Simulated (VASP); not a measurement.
Set up this calculation in VASP 6.6.1, as the native input.

```
Task                   : single point
Functional             : PBE
Potentials or basis    : VASP PAW PBE potentials, release 64 (Al)
Cutoff                 : 500 eV
k mesh                 : 13 × 13 × 13
Occupations            : fermi-dirac, width 0.1 eV
Spin                   : no spin polarisation
Dipole correction      : no
Further INCAR settings : ALGO = Normal; EDIFF = 1e-06; NBANDS = 8
```

The structure of Al lies in POSCAR:

```
Al
1.0
    0.0000000000      2.0248050000      2.0248050000
    2.0248050000      0.0000000000      2.0248050000
    2.0248050000      2.0248050000      0.0000000000
Al
1
Direct
    0.0000000000      0.0000000000      0.0000000000
```

The input as run:

INCAR

```
ALGO     = Normal         # electronic algorithm
EDIFF    = 1E-6           # SCF threshold, eV
ENCUT    = 500            # plane-wave cutoff, eV
GGA      = PE             # functional
GGA_COMPAT= F            
ISIF     = 2              # what is computed and relaxed
ISMEAR   = -1             # smearing method
LASPH    = T              # aspherical terms in the spheres
LCHARG   = F              # write CHGCAR
LREAL    = F              # projectors in reciprocal space
LWAVE    = F              # write WAVECAR
NBANDS   = 8              # bands
NELM     = 120            # most SCF steps
PREC     = Accurate       # precision mode
SIGMA    = 0.1            # smearing width, eV
```

KPOINTS

```
k-points
0
Gamma
  13 13 13
```

Potentials or basis: VASP PAW PBE potentials, release 64 (Al).

Run with:

```sh
$ cat potpaw_PBE.64/Al/POTCAR > POTCAR
$ mpirun -np 1 vasp_std > vasp.out
```

It gave:

The pressure is -0.6 GPa.

It took 6.6 s on 1 thread of Intel Xeon 6455B (shared host), peak memory 0.13 GiB.
